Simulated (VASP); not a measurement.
# ScNb2O3 (P-4m2) in VASP: a series of runs, part 3 of 3

VASP 6.6.1. The steps go on from the part before.

### 6 Relaxation of cell and atoms, PBE

Contents of INCAR:

```
SYSTEM = ScNb2O3
  ALGO = Normal
  EDIFF = 1E-6
  EDIFFG = -0.04
  ENCUT = 600
  GGA = PE
  IBRION = 2
  ISIF = 3
  ISMEAR = 0
  LASPH = .TRUE.
  LCHARG = .FALSE.
  LREAL = .FALSE.
  LWAVE = .FALSE.
  NELM = 100
  NSW = 90
  PREC = Accurate
  SIGMA = 0.1
```

Contents of KPOINTS:

```
k-points
0
G
  6 6 4
  0 0 0
```

Contents of POSCAR:

```
ScNb2O3
1.0
    3.2960984500      0.0000000000      0.0000000000
    0.0000000000      3.2960984500      0.0000000000
    0.0000000000      0.0000000000      7.2616143500
Sc Nb O
1 2 3
Direct
    0.0000000000      0.0000000000      0.0000000000
    0.0000000000      0.5000000000      0.7315000300
    0.5000000000      0.0000000000      0.2684999700
    0.0000000000      0.5000000000      0.3835000100
    0.5000000000      0.0000000000      0.6164999900
    0.5000000000      0.5000000000      0.0000000000
```

Potentials or basis: VASP PAW PBE potentials, release 64 (Sc_sv, Nb_sv, O).

Command:

```sh
$ cat potpaw_PBE.64/Sc_sv/POTCAR potpaw_PBE.64/Nb_sv/POTCAR potpaw_PBE.64/O/POTCAR > POTCAR
$ mpirun -np 1 vasp_std > vasp.out
```

OUTCAR:

```text
SYSTEM = ScNb2O3
   EDIFF = 1E-6
   EDIFFG = -0.04
   ENCUT = 600
   GGA = PE
   IBRION = 2
   ISIF = 3
   ISMEAR = 0
   LASPH = .TRUE.
   LREAL = .FALSE.
   NELM = 100
   NSW = 90
   PREC = Accurate

 ion  position               nearest neighbor table
   1  0.000  0.000  0.000-   6 2.33   6 2.33   6 2.33   6 2.33   3 2.55   3 2.55   2 2.55   2 2.55

   2  0.000  0.500  0.732-   5 2.48   5 2.48   5 2.48   5 2.48   1 2.55   1 2.55
   3  0.500  0.000  0.268-   4 2.48   4 2.48   4 2.48   4 2.48   1 2.55   1 2.55
   4  0.000  0.500  0.384-   3 2.48   3 2.48   3 2.48   3 2.48
   5  0.500  0.000  0.616-   2 2.48   2 2.48   2 2.48   2 2.48
   6  0.500  0.500  0.000-   1 2.33   1 2.33   1 2.33   1 2.33

  LATTYP: Found a simple tetragonal cell.
 ALAT       =     3.2960984500
 C/A-ratio  =     2.2030938882

  Lattice vectors:

 A1 = (   3.2960984500,   0.0000000000,   0.0000000000)
 A2 = (   0.0000000000,   3.2960984500,   0.0000000000)
 A3 = (   0.0000000000,   0.0000000000,   7.2616143500)

Analysis of symmetry for initial positions (statically):
=====================================================================
 Subroutine PRICEL returns:
 Original cell was already a primitive cell.

 Routine SETGRP: Setting up the symmetry group for a
 simple tetragonal supercell.

 Subroutine GETGRP returns: Found  8 space group operations
 (whereof  8 operations were pure point group operations)
 out of a pool of 16 trial point group operations.

[... 182 lines left out ...]
  external PRESSURE =    -163.8306647 kB  Pullay stress =       0.0000000 kB
[... 101 lines left out ...]
  FREE ENERGIE OF THE ION-ELECTRON SYSTEM (eV)
  ---------------------------------------------------
  free  energy   TOTEN  =       -49.3115326240 eV

  energy  without entropy=      -49.2838279397  energy(sigma->0) =      -49.29768028

 E-fermi :  10.1673     XC(G=0): -12.1576

 val. band max:       10.1603715174   @ k =   0.3333   0.3333   0.5000
 cond. band min:      10.1946379328   @ k =   0.3333   0.0000   0.5000
 fundamental gap:      0.0342664154
 Fermi energy:        10.1672762072

 k-point     1 :       0.0000    0.0000    0.0000
  band No.  band energies     occupation
      1     -46.0487      2.00000
      2     -46.0070      2.00000
      3     -39.3830      2.00000
      4     -22.3347      2.00000
      5     -21.9716      2.00000
      6     -21.9322      2.00000
[... 853 lines left out ...]
     32      11.5466      0.00000
     33      12.5263      0.00000

 [... further k-points ...]

[... ionic steps 4 to 27 ...]

--------------------------------------- Ionic step       28  -------------------------------------------

 number of electron      54.9999982 magnetization

------------------------ aborting loop because EDIFF is reached ----------------------------------------
[... 75 lines left out ...]
--------------------------------------- Ionic step       30  -------------------------------------------

 number of electron      54.9999981 magnetization

 Free energy of the ion-electron system (eV)
  ---------------------------------------------------
  ext. energy  EPLUGINS =         0.00000000
  ---------------------------------------------------
  free energy    TOTEN  =       -51.88781126 eV

  energy without entropy =      -51.85675258  energy(sigma->0) =      -51.87228192

 E-fermi :   8.7691     XC(G=0): -11.6102

 val. band max:        8.7684102352   @ k =   0.3333   0.1667   0.2500
 cond. band min:       8.8166534475   @ k =   0.3333   0.3333   0.0000
 fundamental gap:      0.0482432123
 Fermi energy:         8.7691236174

 k-point     1 :       0.0000    0.0000    0.0000
  band No.  band energies     occupation
      1     -47.2721      2.00000
      2     -47.2481      2.00000
      3     -41.2327      2.00000
      4     -23.6082      2.00000
      5     -23.2970      2.00000
      6     -23.0338      2.00000
[... 888 lines left out ...]
  FREE ENERGIE OF THE ION-ELECTRON SYSTEM (eV)
  ---------------------------------------------------
  free  energy   TOTEN  =       -51.8878112626 eV

  energy  without entropy=      -51.8567525842  energy(sigma->0) =      -51.87228192

 reached required accuracy - stopping structural energy minimisation
```

OSZICAR:

```text
N       E                     dE             d eps       ncg     rms          rms(c)
DAV:   1     0.854788235291E+03    0.85479E+03   -0.29978E+04  1980   0.198E+03
DAV:   2     0.756401040123E+02   -0.77915E+03   -0.76843E+03  2005   0.694E+02
DAV:   3    -0.425937433534E+02   -0.11823E+03   -0.11597E+03  3364   0.227E+02
[... 345 lines left out ...]
DAV:   4    -0.518877750340E+02    0.77600E-03   -0.35016E-03  3556   0.266E-01    0.441E-02
DAV:   5    -0.518877763085E+02   -0.12745E-05   -0.18285E-04  3527   0.753E-02    0.223E-02
DAV:   6    -0.518877928380E+02   -0.16529E-04   -0.40578E-05  3745   0.292E-02    0.169E-02
DAV:   7    -0.518878058266E+02   -0.12989E-04   -0.13378E-05  3659   0.199E-02    0.761E-03
DAV:   8    -0.518878113277E+02   -0.55011E-05   -0.58738E-06  3031   0.142E-02    0.102E-03
DAV:   9    -0.518878112626E+02    0.65025E-07   -0.77579E-07  1491   0.730E-03
  30 F= -.51887811E+02 E0= -.51872282E+02  d E =-.681030E-04
```

Run time: 49 min. Hardware: 1 thread of Intel Xeon 6975P-C, shared host; peak memory 0.29 GiB.

What came out:

- Free energy: -51.8878 eV
- Relaxed volume: 13.24 Å³/atom
- Relaxed cell: a = 2.983 Å, b = 2.983 Å, c = 8.931 Å, α = 90.00°, β = 90.00°, γ = 90.00°
- Space group after relaxing (to 0.05 Å): P-4m2 (No. 115)
- Energy gained by relaxing: 825.9 meV/atom
- Ionic steps: 30
- Pressure after relaxing: 0.3 GPa
- Largest force after relaxing: 0.019 eV/Å

Forces in eV/Å, atoms in the order of the input:
```
Sc   0.000  0.000  0.000
Nb   0.000  0.000  0.019
Nb   0.000  0.000 -0.019
O    0.000  0.000 -0.014
O    0.000  0.000  0.014
O    0.000  0.000  0.000
```

Stress tensor (GPa, compression positive):
```
0.39 0.00 0.00
0.00 0.39 0.00
0.00 0.00 0.16
```

The path:
| step | energy change (eV) | largest force (eV/Å) | pressure (GPa) | volume (Å³) |
| --- | --- | --- | --- | --- |
| 1 | 0.0000 | 4.9153 | -16.38 | 78.89 |
| 2 | -2.3558 | 2.4174 | 24.04 | 64.34 |
| 3 | -2.3788 | 2.5158 | 19.07 | 65.27 |
| 4 | -4.1123 | 0.9747 | 11.48 | 70.90 |
| 5 | -4.2418 | 0.6588 | 10.40 | 72.34 |
| 6 | -4.2700 | 0.6026 | 9.96 | 75.20 |
| 7 | -4.0700 | 0.6246 | -13.42 | 84.86 |
| 8 | -4.3833 | 0.3888 | -0.37 | 78.66 |
| 9 | -4.3834 | 0.3940 | -0.13 | 78.57 |
| 10 | -4.4632 | 0.6765 | -1.15 | 79.49 |
| 11 | -4.5699 | 1.1503 | -2.27 | 80.73 |
| 12 | -4.7042 | 0.7604 | -4.46 | 83.12 |
| 13 | -4.7317 | 0.6023 | -2.96 | 82.60 |
| 14 | -4.7362 | 0.5112 | -2.12 | 82.30 |
| 15 | -4.7604 | 0.5384 | -1.62 | 81.77 |
| 16 | -4.8222 | 0.6043 | 0.06 | 80.17 |
| 17 | -4.8705 | 0.6132 | 4.35 | 76.98 |
| 18 | -4.8888 | 0.5157 | 3.14 | 77.10 |
| 19 | -4.8955 | 0.3783 | 1.78 | 77.25 |
| 20 | -4.8958 | 0.3981 | 1.95 | 77.23 |
| 21 | -4.9068 | 0.3718 | 1.19 | 77.62 |
| 22 | -4.9240 | 0.2896 | -1.01 | 78.80 |
| 23 | -4.9246 | 0.2743 | -1.50 | 79.07 |
| 24 | -4.9348 | 0.2487 | -0.51 | 78.93 |
| 25 | -4.9392 | 0.2167 | 0.65 | 78.76 |
| 26 | -4.9459 | 0.1838 | 0.39 | 78.98 |
| 27 | -4.9546 | 0.0832 | -0.17 | 79.52 |
| 28 | -4.9550 | 0.0457 | -0.33 | 79.69 |
| 29 | -4.9550 | 0.0504 | -0.32 | 79.67 |
| 30 | -4.9551 | 0.0192 | 0.31 | 79.46 |

Final structure:
```
Sc Nb O
1.0
     2.98286    0.00000    0.00000
     0.00000    2.98286    0.00000
     0.00000    0.00000    8.93098
Sc Nb O
1 2 3
Direct
  0.00000 0.00000 0.00000
  0.00000 0.50000 0.65646
  0.50000 0.00000 0.34354
  0.00000 0.50000 0.40764
  0.50000 0.00000 0.59236
  0.50000 0.50000 0.00000
```

Caveat: an odd number of electrons without spin polarisation forces a metal; a magnetic or distorted state may lie lower.

### 7 Summary

```tsv
task	spin	cell	k mesh	cutoff (eV)	gap on the mesh (eV)	pressure (GPa)	largest force (eV/Å)
single point	off	a = 3.296, b = 3.296, c = 7.262 Å, 6 atoms	6 × 6 × 4	520	none	-16.3	4.91
single point	off	a = 2.981, b = 2.981, c = 9.041 Å, 6 atoms	6 × 6 × 4	520	none	0.1	0.01
single point	off	a = 2.979, b = 2.979, c = 9.083 Å, 6 atoms	12 × 12 × 4	520	none	0.1	0.01
single point	collinear, zero start	a = 3.296, b = 3.296, c = 7.262 Å, 6 atoms	6 × 6 × 4	520	none	-16.3	4.91
relaxation of cell and atoms	off	relaxed from a = 3.296, b = 3.296, c = 7.262 Å, 6 atoms	6 × 6 × 4	600	none	0.3	0.02
```

Alike in all rows: level PBE; potentials or basis VASP PAW PBE potentials, release 64 (Sc_sv, Nb_sv, O); smearing gaussian 0.1 eV.

Caveats: an odd number of electrons without spin polarisation forces a metal (some runs); a magnetic or distorted state may lie lower (some runs); forces of over 1 eV/Å act on the atoms, so gaps and moduli don't describe the material at rest (some runs).

Total energies depend on the potentials used, so only differences within one code and one set of settings carry meaning.
